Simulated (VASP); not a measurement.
Input of a VASP 6.6.1 run:

Contents of POSCAR:

```
AlN
1.0
    0.0000000000      1.9541940394      1.9541940394
    1.9541940394      0.0000000000      1.9541940394
    1.9541940394      1.9541940394      0.0000000000
Al N
1 1
Direct
    0.5000000000      0.5000000000      0.5000000000
    0.0000000000      0.0000000000      0.0000000000
```

Contents of INCAR.step1:

```
PREC     = Accurate       # precision mode
ENCUT    = 660            # plane-wave cutoff, eV
ISMEAR   = 0              # smearing method
SIGMA    = 0.02           # smearing width, eV
LREAL    = False          # projectors in reciprocal space
LASPH    = True           # aspherical terms in the spheres
NELM     = 120            # most SCF steps
NBANDS   = 11             # bands
GGA      = PE             # functional
ALGO     = Normal         # electronic algorithm
EDIFF    = 1E-5           # SCF threshold, eV
LWAVE    = True           # write WAVECAR
LCHARG   = False          # write CHGCAR
GGA_COMPAT= False
```

INCAR.step2

```
PREC     = Accurate       # precision mode
ENCUT    = 660            # plane-wave cutoff, eV
EDIFF    = 1E-6           # SCF threshold, eV
ISMEAR   = 0              # smearing method
SIGMA    = 0.02           # smearing width, eV
LREAL    = False          # projectors in reciprocal space
LASPH    = True           # aspherical terms in the spheres
NELM     = 120            # most SCF steps
ALGO     = Normal         # electronic algorithm
ISIF     = 2              # what is computed and relaxed
LWAVE    = False          # write WAVECAR
LCHARG   = True           # write CHGCAR
METAGGA  = R2SCAN         # meta-GGA
LMIXTAU  = True         
LUSE_VDW = True         
IVDW_NL  = 2            
BPARAM   = 11.95        
CPARAM   = 0.0093       
LELF     = True           # ELF
LVHAR    = True         
NBANDS   = 11             # bands
ISTART   = 1            
GGA_COMPAT= False
```

The input KPOINTS:

```
regular mesh
0
Gamma
  10 10 10
```

Potentials or basis: VASP PAW PBE potentials, release 64 (Al, N).

Run with:

```sh
$ cat potpaw_PBE.64/Al/POTCAR potpaw_PBE.64/N/POTCAR > POTCAR
$ cp INCAR.step1 INCAR
$ mpirun -np 1 vasp_std > vasp.out
$ cp INCAR.step2 INCAR
$ mpirun -np 1 vasp_std > vasp.out
```

(1) Predict the band gap on the k mesh.

(2) What does it give for the pressure?

Results:

(1) 5.76 eV (least direct gap 8.11 eV).

(2) 31.0 GPa.

Caveat: the cell stands under pressure; the PAW data sets were made with another functional, which shifts forces and pressure a little.
